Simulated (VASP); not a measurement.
Wanted: the native input for a VASP 6.6.1 run.

```
Task                   : single point
Functional             : PBEsol
Potentials or basis    : VASP PAW PBE potentials, release 64 (Te, Sn_d)
Cutoff                 : 520 eV
k mesh                 : 1 × 1 × 1, shifted
Occupations            : fermi-dirac, width 0.05 eV
Spin                   : no spin polarisation
Dipole correction      : no
Further INCAR settings : LREAL = Auto; ALGO = Normal; EDIFF = 1e-06; NBANDS = 361; ISYM = 0
```

The structure of Sn32Te33 (a cell with a defect) lies in POSCAR:

```
Sn32Te33
1.0
   12.5689980000      0.0000000000      0.0000000000
    0.0000000000     12.5689980000      0.0000000000
    0.0000000000      0.0000000000     12.5689980000
Te Sn
33 32
Direct
    0.2443450000      0.9996920000      0.9985520000
    0.2409370000      0.9987530000      0.4985360000
    0.2447380000      0.5001780000      0.9977950000
    0.2396770000      0.5039940000      0.4981200000
    0.7447170000      0.9987130000      0.9973630000
    0.7469570000      0.9943450000      0.4971690000
    0.7454330000      0.4986050000      0.9964260000
    0.7493930000      0.4997300000      0.4943840000
    0.9945840000      0.2494220000      0.9962510000
    0.9969570000      0.2489040000      0.4945370000
    0.9947950000      0.7495660000      0.9965120000
    0.9941970000      0.7497040000      0.4959870000
    0.4929990000      0.2488580000      0.9981400000
    0.5490910000      0.1859300000      0.5490750000
    0.4942890000      0.7496630000      0.9959050000
    0.4927650000      0.7455200000      0.4944780000
    0.9964470000      0.9997070000      0.2461690000
    0.9953840000      0.9986330000      0.7465320000
    0.9960670000      0.5002040000      0.2463010000
    0.9948200000      0.4985140000      0.7470310000
    0.4964390000      0.9993010000      0.2432510000
    0.4951640000      0.9940320000      0.7488860000
    0.4963220000      0.5042120000      0.2410570000
    0.4928860000      0.4989720000      0.7507130000
    0.2428910000      0.2492170000      0.2446620000
    0.2478330000      0.2470230000      0.7534540000
    0.2450870000      0.7511920000      0.2467350000
    0.2444790000      0.7481370000      0.7471510000
    0.7513780000      0.2476460000      0.2496550000
    0.7508640000      0.2493600000      0.7525320000
    0.7454990000      0.7487130000      0.2462620000
    0.7451890000      0.7489290000      0.7469810000
    0.4299120000      0.3199220000      0.4322790000
    0.9997980000      0.0063600000      0.0018470000
    0.9917180000      0.0025540000      0.5007070000
    0.0027390000      0.5070040000      0.0043930000
    0.0021330000      0.5063100000      0.5050900000
    0.4986710000      0.0027750000      0.9940410000
    0.4816540000      0.9781350000      0.4843630000
    0.5034160000      0.5064330000      0.0035920000
    0.5147630000      0.5164000000      0.5162530000
    0.2488810000      0.2570380000      0.0055900000
    0.2295340000      0.2439270000      0.5164340000
    0.2504260000      0.7563290000      0.0040710000
    0.2470880000      0.7493430000      0.5037880000
    0.7516800000      0.2555600000      0.0039150000
    0.7643160000      0.2616910000      0.5049720000
    0.7519170000      0.7566630000      0.0036440000
    0.7509670000      0.7556970000      0.5041680000
    0.2495000000      0.0083720000      0.2517010000
    0.2520600000      0.0039270000      0.7543640000
    0.2526660000      0.5087980000      0.2544460000
    0.2507260000      0.5050510000      0.7550510000
    0.7520040000      0.0047060000      0.2541730000
    0.7515980000      0.0059820000      0.7537210000
    0.7531890000      0.5057580000      0.2522950000
    0.7539350000      0.5070690000      0.7557010000
    0.0037280000      0.2571120000      0.2505170000
    0.0021250000      0.2553560000      0.7535450000
    0.0022540000      0.7563930000      0.2522220000
    0.0017190000      0.7564650000      0.7537320000
    0.5139900000      0.2452840000      0.2311930000
    0.5033050000      0.2604040000      0.7650360000
    0.5019980000      0.7500760000      0.2488970000
    0.5022170000      0.7552550000      0.7527740000
```

One way to write it, as run:

INCAR

```
SYSTEM = Sn32Te33
PREC = Accurate
ENCUT = 520
EDIFF = 1E-6
ISMEAR = -1
SIGMA = 0.05
LREAL = Auto
LASPH = .True.
NELM = 100
ALGO = Normal
ISIF = 2
LWAVE = .False.
LCHARG = .False.
GGA = PS
NBANDS = 361
ISYM = 0
LUSENCCL = .False.
```

KPOINTS

```
Automatic mesh
0
Gamma
  1 1 1
  0.25 0.25 0.25
```

Potentials or basis: VASP PAW PBE potentials, release 64 (Te, Sn_d).

Run with:

```bash
$ cat potpaw_PBE.64/Te/POTCAR potpaw_PBE.64/Sn_d/POTCAR > POTCAR
$ mpirun -np 1 vasp_std > vasp.out
```

Results of the run:

The pressure is 1.9 GPa, the largest force is 0.179 eV/Å and the band gap on the k mesh is 0.50 eV.

Caveat: the PAW data sets were made with another functional, which shifts forces and pressure a little; spin-orbit coupling is left out, which moves the levels of the heavy elements.

Wall time 3.1 min on 1 × NVIDIA H100 80GB with 1 thread of AMD EPYC 7R13 Processor (Zen 3), with other jobs on the host, peak memory 3.1 GiB.
